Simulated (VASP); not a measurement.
TiB2, 3 atoms in the cell. Symmetry: P6/mmm, No. 191, hexagonal system. Conventional cell: a = 2.906 Å, b = 2.906 Å, c = 3.022 Å, α = 90.00°, β = 90.00°, γ = 120.00°. Within 3.1 Å of Ti (site symmetry 6/mmm) lie 12 B at 2.26 Å and 8 Ti at 2.91 to 3.02 Å. Within 2.3 Å of B (site symmetry -6m2) lie 3 B at 1.68 Å and 6 Ti at 2.26 Å. 

- Program: VASP 6.6.1
- Task: single point
- Functional: PBEsol
- Potentials or basis: VASP PAW PBE potentials, release 64 (Ti_sv, B)
- Cutoff: 520 eV
- k mesh: 18 × 18 × 14
- Occupations: gaussian, width 0.1 eV
- Spin: no spin polarisation
- Dipole correction: no
- Further INCAR settings: ALGO = Normal; EDIFF = 1e-06; NBANDS = 16

Potentials or basis: VASP PAW PBE potentials, release 64 (Ti_sv, B).

Command:

```sh
$ cat potpaw_PBE.64/Ti_sv/POTCAR potpaw_PBE.64/B/POTCAR > POTCAR
$ mpirun -np 1 vasp_std > vasp.out
```

Hardware: 1 thread of Intel Xeon 8259CL (shared host).

Q: Estimate the wall time of this run.

A: Run time: 83 s on 1 thread of Intel Xeon 8259CL, on a shared host, peak memory 0.22 GiB. Counts: scf iterations 13, k points 296.
